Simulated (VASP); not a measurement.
# Mn (R-3) in VASP: further runs

Runs on Mn. Level: PBE. Tasks: single point.

Everything below comes from runs of VASP 6.6.1. Logs are shortened: lines on timing, memory, paths and dates and some standing lists are left out, and cuts for length are marked.

## 1. The cell of the first run

The structure is trigonal, space group R-3 (No. 148). The conventional cell has a = 9.616 Å, b = 9.616 Å, c = 2.576 Å, α = 90.00°, β = 90.00°, γ = 120.00°. Mn (site symmetry 1) has 11 Mn at 2.33 to 2.79 Å within 3.1 Å.

## 2. Single point, PBE

INCAR

```
SYSTEM = Mn
PREC = Accurate
ENCUT = 520
EDIFF = 1E-7
ISMEAR = 0
SIGMA = 0.1
LREAL = .False.
LASPH = .True.
NELM = 80
ALGO = Fast
ISIF = 2
LWAVE = .False.
LCHARG = .False.
GGA = PE
NBANDS = 48
```

KPOINTS

```
regular mesh
0
Gamma
  6 6 6
  0 0 0
```

POSCAR

```
Mn
1.0
    4.8082004006      2.7760157956      0.8587045628
   -4.8082004006      2.7760157956      0.8587045628
    0.0000000000     -5.5520315912      0.8587045629
Mn
6
Direct
    0.4601365873      0.2266286867      0.0556046492
    0.0556046492      0.4601365873      0.2266286867
    0.2266286867      0.0556046492      0.4601365873
    0.5398634127      0.7733713133      0.9443953508
    0.9443953508      0.5398634127      0.7733713133
    0.7733713133      0.9443953508      0.5398634127
```

Potentials or basis: VASP PAW PBE potentials, release 64 (Mn_pv).

Command:

```
$ cat potpaw_PBE.64/Mn_pv/POTCAR > POTCAR
$ mpirun -np 1 vasp_std > vasp.out
```

OUTCAR:

```text
SYSTEM = Mn
   PREC = Accurate
   ENCUT = 520
   EDIFF = 1E-7
   ISMEAR = 0
   LREAL = .False.
   LASPH = .True.
   NELM = 80
   ISIF = 2
   GGA = PE

 ion  position               nearest neighbor table
   1  0.460  0.227  0.056-   5 2.33   6 2.33   6 2.35   5 2.35   2 2.37   3 2.37   4 2.63   3 2.79
                             2 2.79
   2  0.056  0.460  0.227-   4 2.33   6 2.33   6 2.35   4 2.35   1 2.37   3 2.37   5 2.63   3 2.79
                             1 2.79
   3  0.227  0.056  0.460-   4 2.33   5 2.33   5 2.35   4 2.35   2 2.37   1 2.37   6 2.63   1 2.79
                             2 2.79
   4  0.540  0.773  0.944-   2 2.33   3 2.33   3 2.35   2 2.35   5 2.37   6 2.37   1 2.63   6 2.79
                             5 2.79
   5  0.944  0.540  0.773-   1 2.33   3 2.33   3 2.35   1 2.35   4 2.37   6 2.37   2 2.63   6 2.79
                             4 2.79
   6  0.773  0.944  0.540-   1 2.33   2 2.33   2 2.35   1 2.35   5 2.37   4 2.37   3 2.63   4 2.79
                             5 2.79

  LATTYP: Found a trigonal (rhomboedric) cell.
 ALAT       =     5.6180448838
 COS(alpha) =    -0.4649564261

  Lattice vectors:

 A1 = (   4.8082004006,   2.7760157956,   0.8587045628)
 A2 = (  -4.8082004006,   2.7760157956,   0.8587045628)
 A3 = (   0.0000000000,  -5.5520315912,   0.8587045629)

Analysis of symmetry for initial positions (statically):
=====================================================================
 Subroutine PRICEL returns:
 Original cell was already a primitive cell.

 Routine SETGRP: Setting up the symmetry group for a
 trigonal (rhombohedral) supercell.

 Subroutine GETGRP returns: Found  6 space group operations
 (whereof  6 operations were pure point group operations)
 out of a pool of 12 trial point group operations.

The static configuration has the point symmetry S_6 .

Analysis of symmetry for dynamics (positions and initial velocities):
=====================================================================
 Subroutine PRICEL returns:
 Original cell was already a primitive cell.

 Routine SETGRP: Setting up the symmetry group for a
 trigonal (rhombohedral) supercell.

 Subroutine GETGRP returns: Found  6 space group operations
 (whereof  6 operations were pure point group operations)
 out of a pool of 12 trial point group operations.

The dynamic configuration has the point symmetry S_6 .

 Subroutine INISYM returns: Found  6 space group operations
 (whereof  6 operations are pure point group operations),
 and found     1 'primitive' translations

----------------------------------------------------------------------------------------

                                     Primitive cell

  volume of cell :      68.7701

  direct lattice vectors                    reciprocal lattice vectors
     4.808200401  2.776015796  0.858704563     0.103989010  0.060038083  0.388181626
    -4.808200401  2.776015796  0.858704563    -0.103989010  0.060038083  0.388181626
     0.000000000 -5.552031591  0.858704563     0.000000000 -0.120076166  0.388181626

  length of vectors
     5.618044884  5.618044884  5.618044884     0.406329005  0.406329005  0.406329005

  position of ions in fractional coordinates (direct lattice)
     0.460136587  0.226628687  0.055604649
     0.055604649  0.460136587  0.226628687
     0.226628687  0.055604649  0.460136587
     0.539863413  0.773371313  0.944395351
     0.944395351  0.539863413  0.773371313
     0.773371313  0.944395351  0.539863413

  ion indices of the primitive-cell ions
   primitive index   ion index
                 1           1
                 2           2
                 3           3
                 4           4
                 5           5
                 6           6

----------------------------------------------------------------------------------------

 KPOINTS: regular mesh

Automatic generation of k-mesh.
 Grid dimensions read from file:
 generate k-points for:    6    6    6

 Generating k-lattice:

  Cartesian coordinates                     Fractional coordinates (reciprocal lattice)
     0.017331502  0.010006347  0.064696938     0.166666667  0.000000000 -0.000000000
    -0.017331502  0.010006347  0.064696938     0.000000000  0.166666667 -0.000000000
     0.000000000 -0.020012694  0.064696938     0.000000000  0.000000000  0.166666667

  Length of vectors
     0.067721501  0.067721501  0.067721501

  Shift w.r.t. Gamma in fractional coordinates (k-lattice)
     0.000000000  0.000000000  0.000000000

 Subroutine IBZKPT returns following result:
 ===========================================

 Found     40 irreducible k-points:

 Following reciprocal coordinates:
            Coordinates               Weight
  0.000000  0.000000  0.000000      1.000000
  0.166667  0.000000  0.000000      6.000000
  0.333333  0.000000 -0.000000      6.000000
  0.500000  0.000000  0.000000      3.000000
  0.166667  0.166667  0.000000      6.000000
  0.333333  0.166667  0.000000      6.000000
[... 16 lines left out ...]
  0.333333  0.333333  0.166667      6.000000
  0.500000  0.333333  0.166667      6.000000
 [... further k-points ...]
   k-points           NKPTS =     40   k-points in BZ     NKDIM =     40   number of bands    NBANDS=     48
   number of dos      NEDOS =    301   number of ions     NIONS =      6
   total plane-waves  NPLWV =  74088
   dimension x,y,z NGX =    42 NGY =   42 NGZ =   42
   dimension x,y,z NGXF=    84 NGYF=   84 NGZF=   84
   ions per type =               6
   NGX,Y,Z   is equivalent  to a cutoff of  12.43, 12.43, 12.43 a.u.
   NGXF,Y,Z  is equivalent  to a cutoff of  24.86, 24.86, 24.86 a.u.
 SYSTEM =  Mn
   PREC   = accura    normal or accurate (medium, high low for compatibility)
   ISTART =      0    job   : 0-new  1-cont  2-samecut
   ICHARG =      2    charge: 1-file 2-atom 10-const
   ISPIN  =      1    spin polarized calculation?
   LNONCOLLINEAR =      F non collinear calculations
   LSORBIT =      F    spin-orbit coupling
   LASPH  =      T    aspherical Exc in radial PAW
   ENCUT  =  520.0 eV  38.22 Ry    6.18 a.u.  10.45 10.45 10.45*2*pi/ulx,y,z
   NELM   =     80;   NELMIN=  2; NELMDL= -5     # of ELM steps
   EDIFF  = 0.1E-06   stopping-criterion for ELM
   LREAL  =      F    real-space projection
   EDIFFG = 0.1E-05   stopping-criterion for IOM
   NSW    =      0    number of steps for IOM
   IBRION =     -1    ionic relax: 0-MD 1-quasi-New 2-CG
   NFREE  =      0    steps in history (QN), initial steepest desc. (CG)
   ISIF   =      2    stress and relaxation
   ISYM   =      2    0-nonsym 1-usesym 2-fastsym
   POTIM  = 0.5000    time-step for ionic-motion
   TEBEG  =    0.0;   TEEND  =   0.0 temperature during run
   PSTRESS=    0.0 pullay stress
   NELECT =      78.0000    total number of electrons
   NUPDOWN=      -1.0000    fix difference up-down
   EMIN   =  10.00;   EMAX   =-10.00  energy-range for DOS
   EFERMI =   0.00;   METHOD = LEGACY
   ISMEAR =     0;   SIGMA  =   0.10  broadening in eV -4-tet -1-fermi 0-gaus
   EFERMI_NEDOS =   21; number of points for ismear=-14 and -15
   IALGO  =     68    algorithm
   IMIX   =      4    mixing-type and parameters
     AMIX     =   0.40;   BMIX     =  1.00
     AMIX_MAG =   1.60;   BMIX_MAG =  1.00
  volume/ion in A,a.u.               =      11.46        77.35
  Fermi-wavevector in a.u.,A,eV,Ry     =   1.707287  3.226305 39.658654  2.914829
  Thomas-Fermi vector in A             =   2.786167
   LORBIT       =      0    0 simple, 1 ext, 2 COOP (PROOUT), +10 PAW based schemes
   GGA     = PE    functional components
   LHFCALC =     F    Hartree Fock is set to
   AEXX    =    0.0000 exact exchange contribution
   IVDW    =     0    specifies the selected vdW correction
   LEPSILON=     F    determine dielectric tensor
   LRPA    =     F    only Hartree local field effects (RPA)
 non-spin polarized calculation
 RMM-DIIS sequential band-by-band and
 Gauss-broadening in eV      SIGMA  =   0.10
  energy-cutoff  :      520.00
  volume of cell :       68.77
 maximum number of plane-waves:      1863
 NGX is ok and might be reduce to    42
   NGX = 21   NGY = 21   NGZ = 21

 number of electron      78.0000014 magnetization

 Free energy of the ion-electron system (eV)
  ---------------------------------------------------
  ext. energy  EPLUGINS =         0.00000000
  ---------------------------------------------------
  free energy    TOTEN  =       -51.78136500 eV

  energy without entropy =      -51.73875024  energy(sigma->0) =      -51.76005762

 E-fermi :   9.7233     XC(G=0): -13.5358

 val. band max:        9.7190207595   @ k =   0.5000   0.3333  -0.0000
 cond. band min:       9.7304182241   @ k =   0.3333   0.0000  -0.1667
 fundamental gap:      0.0113974646
 Fermi energy:         9.7232691319

 k-point     1 :       0.0000    0.0000    0.0000
  band No.  band energies     occupation
      1     -38.7373      2.00000
      2     -38.5802      2.00000
      3     -38.5756      2.00000
      4     -38.5756      2.00000
      5     -38.4885      2.00000
      6     -38.4885      2.00000
[... 40 lines left out ...]
     47      10.8099      0.00000
     48      11.2874      0.00000

 k-point     2 :       0.1667    0.0000    0.0000
  band No.  band energies     occupation
      1     -38.6911      2.00000
      2     -38.6304      2.00000
      3     -38.6145      2.00000
      4     -38.5687      2.00000
      5     -38.5254      2.00000
      6     -38.4669      2.00000
[... 40 lines left out ...]
     47      10.9917      0.00000
     48      11.3540      0.00000

 k-point     3 :       0.3333    0.0000   -0.0000
  band No.  band energies     occupation
      1     -38.6877      2.00000
      2     -38.6772      2.00000
      3     -38.6300      2.00000
      4     -38.6225      2.00000
      5     -38.5672      2.00000
      6     -38.5325      2.00000
[... 40 lines left out ...]
     47      11.0944      0.00000
     48      11.2250      0.00000

 k-point     4 :       0.5000    0.0000    0.0000
  band No.  band energies     occupation
      1     -38.7307      2.00000
      2     -38.7137      2.00000
      3     -38.6551      2.00000
      4     -38.6406      2.00000
      5     -38.5619      2.00000
      6     -38.5317      2.00000
[... 958 lines left out ...]
     47      10.9886      0.00000
     48      11.3182      0.00000

 k-point    23 :       0.3333    0.3333    0.1667
  band No.  band energies     occupation
      1     -38.7019      2.00000
      2     -38.6407      2.00000
      3     -38.6138      2.00000
      4     -38.5134      2.00000
      5     -38.4495      2.00000
      6     -38.4278      2.00000
[... 40 lines left out ...]
     47      11.1309      0.00000
     48      11.2026      0.00000

 k-point    24 :       0.5000    0.3333    0.1667
  band No.  band energies     occupation
      1     -38.7435      2.00000
      2     -38.6773      2.00000
      3     -38.6261      2.00000
      4     -38.5557      2.00000
      5     -38.4592      2.00000
      6     -38.3668      2.00000
[... 40 lines left out ...]
     47      10.8903      0.00000
     48      10.9975      0.00000

 [... further k-points ...]
[... 5 lines left out ...]
  --------------------------------------------------------------------------------------
  -------------------------------------------------------------------------------------
  Total        0.0663532      0.0663532     -0.0282507      0.0000003     -0.0000000      0.0000000
  in kB        1.5458704      1.5458704     -0.6581740      0.0000059     -0.0000000      0.0000000
  external PRESSURE =       0.8111889 kB  Pullay stress =       0.0000000 kB

 VOLUME and BASIS-vectors are now :
 -----------------------------------------------------------------------------
  energy-cutoff  :      520.00
  volume of cell :       68.77
      direct lattice vectors                 reciprocal lattice vectors
     4.808200401  2.776015796  0.858704563     0.103989010  0.060038083  0.388181626
    -4.808200401  2.776015796  0.858704563    -0.103989010  0.060038083  0.388181626
     0.000000000 -5.552031591  0.858704563     0.000000000 -0.120076166  0.388181626

 POSITION                                       TOTAL-FORCE (eV/Angst)
 -----------------------------------------------------------------------------------
      1.12275      1.59775      0.63748         0.002852      0.000701      0.002426
     -1.94507      0.17346      0.63748        -0.002033      0.002120      0.002426
      0.82232     -1.77121      0.63748        -0.000819     -0.002821      0.002426
     -1.12275     -1.59775      1.93864        -0.002852     -0.000701     -0.002426
      1.94507     -0.17346      1.93864         0.002033     -0.002120     -0.002426
     -0.82232      1.77121      1.93864         0.000819      0.002821     -0.002426
 -----------------------------------------------------------------------------------
    total drift:                               -0.000000      0.000000      0.000000

  FREE ENERGIE OF THE ION-ELECTRON SYSTEM (eV)
  ---------------------------------------------------
  free  energy   TOTEN  =       -51.7813650036 eV

  energy  without entropy=      -51.7387502439  energy(sigma->0) =      -51.76005762
```

Wall time 9.8 min (1 thread of Intel Xeon 8259CL, shared host); peak memory 0.26 GiB.

Results:

```
Free energy            : -51.7814 eV
Pressure               : 0.1 GPa
Largest force          : 0.004 eV/Å
Band gap on the k mesh : zero (bands 39 and 40 overlap by 0.95 eV)
```

Forces on the atoms (eV/Å):
```
Mn   0.003  0.001  0.002
Mn  -0.002  0.002  0.002
Mn  -0.001 -0.003  0.002
Mn  -0.003 -0.001 -0.002
Mn   0.002 -0.002 -0.002
Mn   0.001  0.003 -0.002
```

Stress tensor (GPa, compression positive):
```
 0.15  0.00  0.00
 0.00  0.15  0.00
 0.00  0.00 -0.07
```

Caveat: the k points lie up to 0.43 Å⁻¹ apart, too coarse for converged energies and pressures of a metal; the run has no spin polarisation, though such a crystal can be magnetic. Spin polarisation is off, so any magnetic state and its effect on volume and gap are missing.

(Part 1 of 2 ends here.)
